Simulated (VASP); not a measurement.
A run of VASP 6.6.1 is set up as follows.

The input INCAR:

```
PREC = Accurate ; ENCUT = 600
EDIFF = 1E-6 ; ISMEAR = -5
SIGMA = 0.05 ; LREAL = F
LASPH = T ; NELM = 120
ALGO = Normal ; ISIF = 2
LWAVE = F ; LCHARG = F
GGA = PS ; NBANDS = 16
GGA_COMPAT = F
```

File KPOINTS:

```
regular mesh
0
Gamma
  10 10 10
```

POSCAR

```
GaN
1.0
    0.0000000000      2.1181516398      2.1181516398
    2.1181516398      0.0000000000      2.1181516398
    2.1181516398      2.1181516398      0.0000000000
Ga N
1 1
Direct
    0.0000000000      0.0000000000      0.0000000000
    0.7500000000      0.7500000000      0.7500000000
```

Potentials or basis: VASP PAW PBE potentials, release 64 (Ga_d, N).

The run is started by

```console
$ cat potpaw_PBE.64/Ga_d/POTCAR potpaw_PBE.64/N/POTCAR > POTCAR
$ mpirun -np 1 vasp_std > vasp.out
```

Q: Predict the pressure.

A: 49.2 GPa.

Q: Predict the band gap on the k mesh.

A: 2.86 eV.

Caveat: the cell stands under pressure; the PAW data sets were made with another functional, which shifts forces and pressure a little. A k mesh can miss the band edges.
